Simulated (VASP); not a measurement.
Here is a VASP 6.6.1 calculation.

Contents of INCAR:

```
  PREC = Accurate
  ENCUT = 520
  EDIFF = 1E-6
  ISMEAR = 0
  SIGMA = 0.1
  LREAL = Auto
  LASPH = T
  NELM = 60
  ALGO = Normal
  ISIF = 2
  LWAVE = F
  LCHARG = T
  GGA = PE
  LELF = T
  LVHAR = T
  NBANDS = 76
```

File KPOINTS:

```
regular mesh
0
Gamma
  7 7 7
```

POSCAR

```
Al9Ru7
1.0
    6.0083537092      0.0000000000      0.0000000000
    0.0000000000     -6.0083537092      0.0000000000
    0.0000000000      0.0000000000     -6.0083537092
Al Ru
9 7
Direct
   -0.0087109771     -0.0087109771     -0.0087109771
   -0.0087109771     -0.0087109771      0.5087109771
   -0.0087109771      0.5087109771     -0.0087109771
   -0.0087109771      0.5087109771      0.5087109771
    0.5087109771     -0.0087109771     -0.0087109771
    0.5087109771     -0.0087109771      0.5087109771
    0.5087109771      0.5087109771     -0.0087109771
    0.5087109771      0.5087109771      0.5087109771
    0.2500000000      0.2500000000      0.2500000000
    0.2500000000      0.2500000000      0.7500000000
    0.2500000000      0.7500000000      0.2500000000
    0.2500000000      0.7500000000      0.7500000000
    0.7500000000      0.2500000000      0.2500000000
    0.7500000000      0.2500000000      0.7500000000
    0.7500000000      0.7500000000      0.2500000000
    0.7500000000      0.7500000000      0.7500000000
```

Potentials or basis: VASP PAW PBE potentials, release 64 (Al, Ru_pv).

Run with:

```bash
$ cat potpaw_PBE.64/Al/POTCAR potpaw_PBE.64/Ru_pv/POTCAR > POTCAR
$ mpirun -np 1 vasp_std > vasp.out
```

Question: Estimate the pressure.

Answer: 2.7 GPa.

Question: What does it give for the band gap on the k mesh?

Answer: Zero (an odd number of electrons rules out a gap without spin polarisation).

Forces on the atoms (eV/Å):
```
Al  -0.013  0.013  0.013
Al  -0.013  0.013 -0.013
Al  -0.013 -0.013  0.013
Al  -0.013 -0.013 -0.013
Al   0.013  0.013  0.013
Al   0.013  0.013 -0.013
Al   0.013 -0.013  0.013
Al   0.013 -0.013 -0.013
Al   0.000  0.000  0.000
Ru   0.000  0.000  0.000
Ru   0.000  0.000  0.000
Ru   0.000  0.000  0.000
Ru   0.000  0.000  0.000
Ru   0.000  0.000  0.000
Ru   0.000  0.000  0.000
Ru   0.000  0.000  0.000
```
